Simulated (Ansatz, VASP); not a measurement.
GaN in VASP and in Ansatz

```
CELL_PARAMETERS angstrom
3.18849 0.00000 0.00000
-1.59425 2.85791 0.00000
0.00000 0.00000 4.75588
ATOMIC_POSITIONS crystal
Ga 0.33474 0.66947 0.25000
Ga 0.66526 0.33053 0.75000
N 0.66313 0.32626 0.25000
N 0.33687 0.67374 0.75000
```

Change from the starting cell: uniaxial_x strain -3.4%.

Alike in both runs: task single point; functional PBE; k mesh 12 × 12 × 6; occupations fermi-dirac, width 0.02 eV; no spin polarisation.

|  | VASP | Ansatz |
| --- | --- | --- |
| version | VASP 6.6.1 | Ansatz 0.2.0 |
| potentials or method | VASP PAW PBE potentials, release 64 (Ga_d, N) | plane waves, PAW |
| plane-wave cutoff (eV) | 520 | 420 |
| valence electrons in the cell | 36 | 36 |

|  | VASP | Ansatz | Ansatz less VASP |
| --- | --- | --- | --- |
| gap on the k mesh at the Fermi level (eV) | 1.79 | 1.78 | -0.005 |
| pressure (GPa) | 15.1 | 15.2 | +0.08 |
| traceless stress, the component that is largest in VASP (GPa) | 6.61 | 6.75 | +0.141 |
| rms of the force components (eV/Å) | 0.008 | 0.009 | +0.0013 |

Atom by atom the forces differ by 0.001 eV/Å (rms over components). The functional is the same, so the differences come from potentials, cutoffs and numerics.
